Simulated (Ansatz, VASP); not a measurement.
**Tl: VASP beside Ansatz**

File INCAR:

```
PREC = Accurate
ENCUT = 520
EDIFF = 1E-6
ISMEAR = 0
SIGMA = 0.15
LREAL = False
LASPH = True
NELM = 60
ALGO = Fast
ISIF = 2
LWAVE = False
LCHARG = True
GGA = PE
IVDW = 12
LELF = True
LVHAR = True
NBANDS = 12
```

KPOINTS

```
Automatic mesh
0
Gamma
  18 18 18
```

POSCAR

```
Tl
1.0
   -1.8924750000      1.8924750000      2.0380500000
    1.8924750000     -1.8924750000      2.0380500000
    1.8924750000      1.8924750000     -2.0380500000
Tl
1
Direct
    0.0000000000      0.0000000000      0.0000000000
```

Input for Ansatz:

```yaml
crystal:
  lattice:
    - [-1.892475, 1.892475, 2.03805]
    - [1.892475, -1.892475, 2.03805]
    - [1.892475, 1.892475, -2.03805]
  atoms:
    - { symbol: Tl, position: [0.0, 0.0, 0.0] }
basis:
  ecutwfc: 420
kpoints:
  mp_grid: { grid: [18, 18, 18] }
hamiltonian:
  xc: pbe
  dispersion: d3bj
scf:
  occupations: { method: gaussian, width: 0.15 }
output:
  forces: true
  stress: true
  eigenvalues: true
```

Change from the starting cell: strain -0.025 along x and y, +0.050 along z, atoms carried along.

Alike in both runs: task single point; functional PBE; dispersion D3(BJ); k mesh 18 × 18 × 18; occupations gaussian, width 0.15 eV; no spin polarisation.

```csv
,VASP,Ansatz
version,VASP 6.6.1,Ansatz 0.2.0
potentials or method,"VASP PAW PBE potentials, release 64 (Tl_d), cutoff 520 eV","scalar-relativistic, plane waves, PAW"
valence electrons in the cell,13,13
```

```csv
,VASP,Ansatz,Ansatz less VASP
gap on the k mesh at the Fermi level (eV),none,none,-
pressure (GPa),0.4,0.4,+0.05
"traceless stress, the component that is largest in VASP (GPa)",-0.40,-0.40,+0.001
```

A gap of «none» marks a metal or a gap that the smearing closes.

Neither program's run includes spin-orbit coupling.
